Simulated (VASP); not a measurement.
# GaN: single point with revPBE+D3(BJ)

GaN:

```xyz
4
Lattice="3.1587 0.0000 0.0000 -1.5793 2.7355 0.0000 0.0000 0.0000 5.1313" Properties=species:S:1:pos:R:3 pbc="T T T"
Ga    1.5793    0.9118    2.5657
Ga    0.0000    1.8237    0.0000
N     1.5793    0.9118    4.4899
N     0.0000    1.8237    1.9242
```

```yaml
Program: VASP 6.6.1
Task: single point
Functional: revPBE
Dispersion: D3(BJ)
Potentials_or_basis: VASP PAW PBE potentials, release 64 (Ga_d, N)
Cutoff: 520 eV
k_mesh: 10 × 10 × 5
Occupations: fermi-dirac, width 0.05 eV
Spin: no spin polarisation
Dipole_correction: no
Further_INCAR_settings: ALGO = Normal; EDIFF = 1e-06; NBANDS = 26
```

| Quantity | Value |
| --- | --- |
| Pressure | 6.7 GPa |
| Largest force | 0.138 eV/Å |
| Band gap on the k mesh | 2.15 eV, direct |
| Dispersion energy per atom | -0.507 eV |

Forces in eV/Å, atoms in the order of the input:
```
Ga   0.000  0.000 -0.138
Ga   0.000  0.000 -0.138
N    0.000  0.000  0.138
N    0.000  0.000  0.138
```

Stress tensor (GPa, compression positive):
```
5.86 0.00 0.00
0.00 5.86 0.00
0.00 0.00 8.35
```

Levels at points of the mesh, in eV from the valence-band top:
| k point | band 14 | band 15 | band 16 | band 17 | band 18 | band 19 | band 20 | band 21 | band 22 | band 23 |
| --- | --- | --- | --- | --- | --- | --- | --- | --- | --- | --- |
| (0.00, 0.00, 0.00) | -1.09 | -1.09 | -0.06 | 0.00 | 0.00 | 2.15 | 4.49 | 9.46 | 10.09 | 10.09 |
| (0.50, 0.00, 0.00) | -5.35 | -4.35 | -2.85 | -2.31 | -1.01 | 5.20 | 5.78 | 6.20 | 8.91 | 10.54 |

Wall time 17 s on 1 thread of Intel(R) Xeon(R) 6975P-C (Granite Rapids) (shared host), peak memory 0.19 GiB.

Caveat: the PAW data sets were made with another functional, which shifts forces and pressure a little.
